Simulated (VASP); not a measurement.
Wanted: the native input for a VASP 6.6.1 run.

```yaml
Task: single point
Functional: LDA
Potentials_or_basis: VASP PAW LDA potentials, release 64 (S, Be)
Cutoff: 520 eV
k_mesh: 9 × 9 × 9
Occupations: fermi-dirac, width 0.05 eV
Spin: no spin polarisation
Dipole_correction: no
Further_INCAR_settings: ALGO = Normal; EDIFF = 1e-06; NBANDS = 11
```

The structure of BeS lies in POSCAR:

```
BeS
1.0
    0.0000000000      2.3754963136      2.3754963136
    2.3754963136      0.0000000000      2.3754963136
    2.3754963136      2.3754963136      0.0000000000
S Be
1 1
Direct
    0.7500000000      0.7500000000      0.7500000000
    0.0000000000      0.0000000000      0.0000000000
```

One way to write it, as run:

INCAR

```
ALGO = Normal
EDIFF = 1E-6
ENCUT = 520
ISIF = 2
ISMEAR = -1
LASPH = True
LCHARG = False
LREAL = False
LWAVE = False
NBANDS = 11
NELM = 80
PREC = Accurate
SIGMA = 0.05
```

KPOINTS

```
k-points
0
Gamma
  9 9 9
```

Potentials or basis: VASP PAW LDA potentials, release 64 (S, Be).

Run with:

```console
$ cat potpaw_LDA.64/S/POTCAR potpaw_LDA.64/Be/POTCAR > POTCAR
$ mpirun -np 1 vasp_std > vasp.out
```

Results of the run:

| Item | Value |
| --- | --- |
| Pressure | 3.1 GPa |
| Band gap on the k mesh | 2.87 eV (least direct gap 5.51 eV) |

Caveat: the cell stands under pressure; an odd mesh through Γ misses points on the zone boundary, where band edges can lie.

Wall time 6.4 s on 1 thread of AMD EPYC 9R45 96-Core Processor (Zen 5), with other jobs on the host, peak memory 0.1 GiB.
